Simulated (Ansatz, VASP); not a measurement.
# One calculation of Cu, two programs

```
Cu
1.0
     0.00000    1.80750    1.80750
     1.80750    0.00000    1.80750
     1.80750    1.80750    0.00000
Cu
1
Direct
  0.00000 0.00000 0.00000
```

Alike in both runs: task single point; functional BLYP; k mesh 14 × 14 × 14; occupations methfessel-paxton of order 1, width 0.05 eV; no spin polarisation.

|  | VASP | Ansatz |
| --- | --- | --- |
| version | VASP 6.6.1 | Ansatz 0.2.0 |
| potentials or method | VASP PAW PBE potentials, release 64 (Cu), cutoff 600 eV | plane waves, PAW |
| valence electrons in the cell | 11 | 19 |

|  | VASP | Ansatz | Ansatz less VASP |
| --- | --- | --- | --- |
| pressure (GPa) | 10.6 | 9.9 | -0.64 |

VASP's potentials were made for PBE, not for BLYP. The functional is the same, so the differences come from potentials, cutoffs and numerics. VASP's potentials hold 11 valence electrons a cell and Ansatz's 19, so a difference there can come from the potentials and not from the codes.
